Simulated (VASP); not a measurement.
# P (R-3m) in VASP: a series of runs

The runs below take P through single point, with r2SCAN+D3(BJ).

All numbers are computed with VASP 6.6.1; they aren't measurements. Logs are shortened: lines on timing, memory, paths and dates and some standing lists are left out, and cuts for length are marked.

### Step 1. The cell of the first run

It takes space group R-3m (No. 166, trigonal). The conventional cell has a = 3.476 Å, b = 3.476 Å, c = 9.408 Å, α = 90.00°, β = 90.00°, γ = 120.00°. Within 3.0 Å of P (site symmetry 3m) lie 6 P at 2.30 to 2.83 Å.

### Step 2. Single point, r2SCAN+D3(BJ) (16.40 Å³/atom)

Input file POSCAR:

```
P
1.0
    1.7378820775      1.0033666853      3.1359508964
   -1.7378820775      1.0033666853      3.1359508964
    0.0000000000     -2.0067333705      3.1359508964
P
2
Direct
    0.2269362216      0.2269362216      0.2269362216
    0.7730637784      0.7730637784      0.7730637784
```

Input file INCAR.step1:

```
SYSTEM = P
PREC     = Accurate       ! precision mode
ENCUT    = 520            ! plane-wave cutoff, eV
ISMEAR   = 0              ! smearing method
SIGMA    = 0.1            ! smearing width, eV
LREAL    = .FALSE.        ! projectors in reciprocal space
LASPH    = .TRUE.         ! aspherical terms in the spheres
NELM     = 80             ! most SCF steps
NBANDS   = 12             ! bands
GGA      = PE             ! functional
ALGO     = Normal         ! electronic algorithm
EDIFF    = 1E-4           ! SCF threshold, eV
LWAVE    = .TRUE.         ! write WAVECAR
LCHARG   = .FALSE.        ! write CHGCAR
```

Input file INCAR.step2:

```
SYSTEM = P
PREC     = Accurate       ! precision mode
ENCUT    = 520            ! plane-wave cutoff, eV
EDIFF    = 1E-6           ! SCF threshold, eV
ISMEAR   = 0              ! smearing method
SIGMA    = 0.1            ! smearing width, eV
LREAL    = .FALSE.        ! projectors in reciprocal space
LASPH    = .TRUE.         ! aspherical terms in the spheres
NELM     = 80             ! most SCF steps
ALGO     = Normal         ! electronic algorithm
ISIF     = 2              ! what is computed and relaxed
LWAVE    = .FALSE.        ! write WAVECAR
LCHARG   = .FALSE.        ! write CHGCAR
METAGGA  = R2SCAN         ! meta-GGA
LMIXTAU  = .TRUE.       
IVDW     = 12             ! dispersion correction
VDW_S6   = 1.0          
VDW_S8   = 0.78981345   
VDW_A1   = 0.49484001   
VDW_A2   = 5.73083694   
NBANDS   = 12             ! bands
ISTART   = 1
```

Input file KPOINTS:

```
Automatic mesh
0
G
  15 15 15
  0 0 0
```

Potentials or basis: VASP PAW PBE potentials, release 64 (P).

Started as:

```sh
$ cat potpaw_PBE.64/P/POTCAR > POTCAR
$ cp INCAR.step1 INCAR
$ mpirun -np 1 vasp_std > vasp.out
$ cp INCAR.step2 INCAR
$ mpirun -np 1 vasp_std > vasp.out
```

OUTCAR:

```text
SYSTEM = P
   PREC = Accurate
   ENCUT = 520
   EDIFF = 1E-6
   ISMEAR = 0
   LREAL = .FALSE.
   LASPH = .TRUE.
   NELM = 80
   ISIF = 2
   METAGGA = R2SCAN
   IVDW = 12
   ISTART = 1
 IVDW          = 12

 ion  position               nearest neighbor table
   1  0.227  0.227  0.227-   2 2.30   2 2.30   2 2.30   2 2.83   2 2.83   2 2.83
   2  0.773  0.773  0.773-   1 2.30   1 2.30   1 2.30   1 2.83   1 2.83   1 2.83

  LATTYP: Found a trigonal (rhomboedric) cell.
 ALAT       =     3.7230588023
 COS(alpha) =     0.5642164691

  Lattice vectors:

 A1 = (   1.7378820775,   1.0033666853,   3.1359508964)
 A2 = (  -1.7378820775,   1.0033666853,   3.1359508964)
 A3 = (   0.0000000000,  -2.0067333705,   3.1359508964)

Analysis of symmetry for initial positions (statically):
=====================================================================
 Subroutine PRICEL returns:
 Original cell was already a primitive cell.

 Routine SETGRP: Setting up the symmetry group for a
 trigonal (rhombohedral) supercell.

 Subroutine GETGRP returns: Found 12 space group operations
 (whereof 12 operations were pure point group operations)
 out of a pool of 12 trial point group operations.

The static configuration has the point symmetry D_3d.

Analysis of symmetry for dynamics (positions and initial velocities):
=====================================================================
 Subroutine PRICEL returns:
 Original cell was already a primitive cell.

 Routine SETGRP: Setting up the symmetry group for a
 trigonal (rhombohedral) supercell.

 Subroutine GETGRP returns: Found 12 space group operations
 (whereof 12 operations were pure point group operations)
 out of a pool of 12 trial point group operations.

The dynamic configuration has the point symmetry D_3d.

 Subroutine INISYM returns: Found 12 space group operations
 (whereof 12 operations are pure point group operations),
 and found     1 'primitive' translations

----------------------------------------------------------------------------------------

                                     Primitive cell

  volume of cell :      32.8096

  direct lattice vectors                    reciprocal lattice vectors
     1.737882077  1.003366685  3.135950896     0.287706517  0.166107435  0.106294181
    -1.737882077  1.003366685  3.135950896    -0.287706517  0.166107435  0.106294181
     0.000000000 -2.006733371  3.135950896     0.000000000 -0.332214870  0.106294181

  length of vectors
     3.723058802  3.723058802  3.723058802     0.348805351  0.348805351  0.348805351

[... 90 lines left out ...]
   PSTRESS=    0.0 pullay stress
   NELECT =      10.0000    total number of electrons
   NUPDOWN=      -1.0000    fix difference up-down
   EMIN   =  10.00;   EMAX   =-10.00  energy-range for DOS
   EFERMI =   0.00;   METHOD = LEGACY
   ISMEAR =     0;   SIGMA  =   0.10  broadening in eV -4-tet -1-fermi 0-gaus
   EFERMI_NEDOS =   21; number of points for ismear=-14 and -15
   IALGO  =     38    algorithm
   IMIX   =      4    mixing-type and parameters
     AMIX     =   0.40;   BMIX     =  1.00
     AMIX_MAG =   1.60;   BMIX_MAG =  1.00
  volume/ion in A,a.u.               =      16.40       110.70
  Fermi-wavevector in a.u.,A,eV,Ry     =   1.101729  2.081965 16.514835  1.213806
  Thomas-Fermi vector in A             =   2.238161
   LORBIT       =      0    0 simple, 1 ext, 2 COOP (PROOUT), +10 PAW based schemes
   METAGGA = R2SCAN    functional components
   LHFCALC =     F    Hartree Fock is set to
   AEXX    =    0.0000 exact exchange contribution
   IVDW    =    12    specifies the selected vdW correction
   LEPSILON=     F    determine dielectric tensor
   LRPA    =     F    only Hartree local field effects (RPA)
 non-spin polarized calculation
 Gauss-broadening in eV      SIGMA  =   0.10
  energy-cutoff  :      520.00
  volume of cell :       32.81
 maximum number of plane-waves:       900
   NGX = 13   NGY = 13   NGZ = 13

 number of electron      10.0000000 magnetization

 Free energy of the ion-electron system (eV)
  ---------------------------------------------------
  ext. energy  EPLUGINS =         0.00000000
  ---------------------------------------------------
  free energy    TOTEN  =       -17.77372195 eV

  energy without entropy =      -17.77238248  energy(sigma->0) =      -17.77305221

 E-fermi :   8.8973     XC(G=0): -11.2157

 val. band max:        8.8852480625   @ k =  -0.4667   0.4667   0.4667
 cond. band min:       8.9178157532   @ k =   0.3333   0.3333   0.3333
 fundamental gap:      0.0325676907
 Fermi energy:         8.8972729986

 k-point     1 :       0.0000    0.0000    0.0000
  band No.  band energies     occupation
      1      -8.4524      2.00000
      2       5.0586      2.00000
      3       5.4727      2.00000
      4       5.5989      2.00000
      5       5.5989      2.00000
      6      10.2384      0.00000
      7      11.5564      0.00000
      8      11.5564      0.00000
      9      14.9378      0.00000
     10      14.9378      0.00000
     11      16.3114      0.00000
     12      16.3125      0.00000
[... 331 lines left out ...]
 k-point    24 :       0.2000    0.1333   -0.0000
  band No.  band energies     occupation
      1      -7.8264      2.00000
      2       2.1578      2.00000
      3       4.2371      2.00000
      4       4.7697      2.00000
      5       7.6125      2.00000
      6      10.0645      0.00000
      7      11.0191      0.00000
      8      12.4587      0.00000
      9      13.8129      0.00000
     10      15.0696      0.00000
     11      16.4585      0.00000
     12      17.8678      0.00000

 [... further k-points ...]

------------------------ aborting loop because EDIFF is reached ----------------------------------------

 Edisp (eV)   -0.40207

 E8    (eV) :    -0.1143

  FORCE on cell =-STRESS in cart. coord.  units (eV):
  Direction    XX          YY          ZZ          XY          YZ          ZX
  --------------------------------------------------------------------------------------
  -------------------------------------------------------------------------------------
  Total      -0.72600    -0.72600    -0.66437     0.00000    -0.00000     0.00000
  in kB     -35.45226   -35.45226   -32.44315     0.00000    -0.00000     0.00000
  external pressure =      -34.45 kB  Pullay stress =        0.00 kB

 VOLUME and BASIS-vectors are now :
 -----------------------------------------------------------------------------
  energy-cutoff  :      520.00
  volume of cell :       32.81
      direct lattice vectors                 reciprocal lattice vectors
     1.737882077  1.003366685  3.135950896     0.287706517  0.166107435  0.106294181
    -1.737882077  1.003366685  3.135950896    -0.287706517  0.166107435  0.106294181
     0.000000000 -2.006733371  3.135950896     0.000000000 -0.332214870  0.106294181

 POSITION                                       TOTAL-FORCE (eV/Angst)
 -----------------------------------------------------------------------------------
      0.00000      0.00000      2.13498         0.000000     -0.000000     -0.079870
      0.00000      0.00000      7.27287         0.000000      0.000000      0.079870
 -----------------------------------------------------------------------------------
    total drift:                                0.000000      0.000000     -0.000000

  FREE ENERGIE OF THE ION-ELECTRON SYSTEM (eV)
  ---------------------------------------------------
  free  energy   TOTEN  =       -18.1757905313 eV

  energy  without entropy=      -18.1744510550  energy(sigma->0) =      -18.17512079
```

Run time: 4.1 min. Hardware: 1 thread of Intel Xeon Platinum 8559C (Emerald Rapids), shared host; peak memory 0.23 GiB.

What came out:

* Free energy: -18.1758 eV
* Pressure: -3.4 GPa
* Largest force: 0.080 eV/Å
* Band gap on the k mesh: zero (bands 5 and 6 overlap by 0.73 eV)
* Dispersion energy per atom: -0.201 eV

Forces in eV/Å, atoms in the order of the input:
```
P    0.000  0.000 -0.080
P    0.000  0.000  0.080
```

Levels at points of the mesh, in eV from the Fermi level:
| k point | band 2 | band 3 | band 4 | band 5 | band 6 | band 7 | band 8 | band 9 |
| --- | --- | --- | --- | --- | --- | --- | --- | --- |
| (0.00, 0.00, 0.00) | -3.84 | -3.42 | -3.30 | -3.30 | 1.34 | 2.66 | 2.66 | 6.04 |

Caveat: the cell stands under tension; the PAW data sets were made with another functional, which shifts forces and pressure a little.

### Step 3. Single point, r2SCAN+D3(BJ) (17.02 Å³/atom)

This run uses another cell than the first one, of 17.02 Å³/atom.

Input file POSCAR:

```
P
1.0
    1.7381962419      1.0035480682      3.2531124015
   -1.7381962419      1.0035480682      3.2531124015
    0.0000000000     -2.0070961363      3.2531124016
P
2
Direct
    0.2248772267      0.2248772267      0.2248772267
    0.7751227733      0.7751227733      0.7751227733
```

Edit INCAR.step1 of step 2 so:

```diff
@@ -7,3 +7,3 @@
 LASPH    = .TRUE.         ! aspherical terms in the spheres
-NELM     = 80             ! most SCF steps
+NELM     = 60             ! most SCF steps
 NBANDS   = 12             ! bands
```

Edit INCAR.step2 of step 2 so:

```diff
@@ -8,3 +8,3 @@
 LASPH    = .TRUE.         ! aspherical terms in the spheres
-NELM     = 80             ! most SCF steps
+NELM     = 60             ! most SCF steps
 ALGO     = Normal         ! electronic algorithm
```

Input file KPOINTS:

```
regular mesh
0
G
  15 15 15
  0 0 0
```

Potentials or basis: VASP PAW PBE potentials, release 64 (P).

Started as:

```sh
$ cat potpaw_PBE.64/P/POTCAR > POTCAR
$ cp INCAR.step1 INCAR
$ mpirun -np 1 vasp_std > vasp.out
$ cp INCAR.step2 INCAR
$ mpirun -np 1 vasp_std > vasp.out
```

OUTCAR:

```text
SYSTEM = P
   PREC = Accurate
   ENCUT = 520
   EDIFF = 1E-6
   ISMEAR = 0
   LREAL = .FALSE.
   LASPH = .TRUE.
   NELM = 60
   ISIF = 2
   METAGGA = R2SCAN
   IVDW = 12
   ISTART = 1
 IVDW          = 12

 ion  position               nearest neighbor table
   1  0.225  0.225  0.225-   2 2.31   2 2.31   2 2.31   2 2.92   2 2.92   2 2.92
   2  0.775  0.775  0.775-   1 2.31   1 2.31   1 2.31   1 2.92   1 2.92   1 2.92

  LATTYP: Found a trigonal (rhomboedric) cell.
 ALAT       =     3.8224566966
 COS(alpha) =     0.5864362538

  Lattice vectors:

 A1 = (   1.7381962419,   1.0035480682,   3.2531124015)
 A2 = (  -1.7381962419,   1.0035480682,   3.2531124015)
 A3 = (   0.0000000000,  -2.0070961363,   3.2531124016)

Analysis of symmetry for initial positions (statically):
=====================================================================
 Subroutine PRICEL returns:
 Original cell was already a primitive cell.

 Routine SETGRP: Setting up the symmetry group for a
 trigonal (rhombohedral) supercell.

 Subroutine GETGRP returns: Found 12 space group operations
 (whereof 12 operations were pure point group operations)
[... 177 lines left out ...]
      5       5.2112      2.00000
      6       9.6035      0.00000
      7      10.9100      0.00000
      8      10.9100      0.00000
      9      14.7267      0.00000
     10      14.7267      0.00000
     11      16.1279      0.00000
     12      16.1330      0.00000
[... 331 lines left out ...]
 k-point    24 :       0.2000    0.1333    0.0000
  band No.  band energies     occupation
      1      -8.0784      2.00000
      2       1.6135      2.00000
      3       3.7099      2.00000
      4       4.3783      2.00000
      5       6.9358      2.00000
      6       9.5383      0.00000
      7      10.5763      0.00000
      8      11.7965      0.00000
      9      13.4305      0.00000
     10      14.6407      0.00000
     11      16.1456      0.00000
     12      17.6078      0.00000

 [... further k-points ...]

------------------------ aborting loop because EDIFF is reached ----------------------------------------

 Edisp (eV)   -0.38734

 E8    (eV) :    -0.1102

  FORCE on cell =-STRESS in cart. coord.  units (eV):
  Direction    XX          YY          ZZ          XY          YZ          ZX
  --------------------------------------------------------------------------------------
  -------------------------------------------------------------------------------------
  Total      -0.90094    -0.90094    -0.85921     0.00000     0.00000     0.00000
  in kB     -42.39548   -42.39548   -40.43176     0.00000     0.00000     0.00000
  external pressure =      -41.74 kB  Pullay stress =        0.00 kB

 VOLUME and BASIS-vectors are now :
 -----------------------------------------------------------------------------
  energy-cutoff  :      520.00
  volume of cell :       34.05
      direct lattice vectors                 reciprocal lattice vectors
     1.738196242  1.003548068  3.253112402     0.287654517  0.166077413  0.102465975
    -1.738196242  1.003548068  3.253112402    -0.287654517  0.166077413  0.102465975
     0.000000000 -2.007096136  3.253112402     0.000000000 -0.332154825  0.102465975

 POSITION                                       TOTAL-FORCE (eV/Angst)
 -----------------------------------------------------------------------------------
      0.00000      0.00000      2.19465         0.000000     -0.000000     -0.090972
      0.00000      0.00000      7.56468         0.000000      0.000000      0.090972
 -----------------------------------------------------------------------------------
    total drift:                               -0.000000     -0.000000     -0.000000

  FREE ENERGIE OF THE ION-ELECTRON SYSTEM (eV)
  ---------------------------------------------------
  free  energy   TOTEN  =       -18.1509910542 eV

  energy  without entropy=      -18.1496794439  energy(sigma->0) =      -18.15033525
```

OUTCAR.step1:

```text
SYSTEM = P
   PREC = Accurate
   ENCUT = 520
   ISMEAR = 0
   LREAL = .FALSE.
[... 585 lines left out ...]
      0.00000      0.00000      2.19465         0.000000      0.000000      0.160770
      0.00000      0.00000      7.56468         0.000000     -0.000000     -0.160770
 -----------------------------------------------------------------------------------
    total drift:                               -0.000000     -0.000000     -0.000000

  FREE ENERGIE OF THE ION-ELECTRON SYSTEM (eV)
  ---------------------------------------------------
  free  energy   TOTEN  =       -10.6379045146 eV

  energy  without entropy=      -10.6365409981  energy(sigma->0) =      -10.63722276
```

Run time: 4.3 min. Hardware: 1 thread of Intel Xeon Platinum 8559C (Emerald Rapids), shared host; peak memory 0.24 GiB.

Results:

| Item | Value |
| --- | --- |
| Free energy | -18.1510 eV |
| Pressure | -4.2 GPa |
| Largest force | 0.091 eV/Å |
| Band gap on the k mesh | zero (bands 5 and 6 overlap by 0.73 eV) |
| Dispersion energy per atom | -0.194 eV |

Forces in eV/Å, atoms in the order of the input:
```
P    0.000  0.000 -0.091
P    0.000  0.000  0.091
```

Levels at points of the mesh, in eV from the Fermi level:
| k point | band 2 | band 3 | band 4 | band 5 | band 6 | band 7 | band 8 | band 9 |
| --- | --- | --- | --- | --- | --- | --- | --- | --- |
| (0.00, 0.00, 0.00) | -4.37 | -3.56 | -3.24 | -3.24 | 1.15 | 2.46 | 2.46 | 6.27 |

Caveat: the cell stands under tension; the PAW data sets were made with another functional, which shifts forces and pressure a little.

The gap in the log of VASP goes by the Fermi energy; the results here count the filled bands.